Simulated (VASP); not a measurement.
Input of a VASP 6.6.1 run:

File INCAR:

```
SYSTEM = In3Sb2
ALGO = Fast ; EDIFF = 1E-7
ENCUT = 520 ; GGA = PE
ISIF = 2 ; ISMEAR = 0
LASPH = .True. ; LCHARG = .False.
LREAL = .False. ; LWAVE = .False.
NBANDS = 32 ; NELM = 100
PREC = Accurate ; SIGMA = 0.1
```

KPOINTS

```
k-points
0
Gamma
  6 6 4
  0 0 0
```

The input POSCAR:

```
In3Sb2
1.0
    5.0054597114      0.0000000000      0.0000000000
   -2.5027298557      4.3348552677      0.0000000000
    0.0000000000      0.0000000000      7.3849771644
In Sb
3 2
Direct
    0.0000000000      0.0000000000      0.0000000000
    0.3333333333      0.6666666667      0.6491145632
    0.6666666667      0.3333333333      0.3508854368
    0.3333333333      0.6666666667      0.2294994608
    0.6666666667      0.3333333333      0.7705005392
```

Potentials or basis: VASP PAW PBE potentials, release 64 (In_d, Sb).

Command:

```bash
$ cat potpaw_PBE.64/In_d/POTCAR potpaw_PBE.64/Sb/POTCAR > POTCAR
$ mpirun -np 1 vasp_std > vasp.out
```

Problem. What does it give for the largest force?

Solution. 0.025 eV/Å.

Problem. Predict the pressure.

Solution. -0.3 GPa.

Forces on the atoms (eV/Å):
```
In   0.000  0.000  0.000
In   0.000  0.000 -0.025
In   0.000  0.000  0.025
Sb   0.000  0.000 -0.022
Sb   0.000  0.000  0.022
```
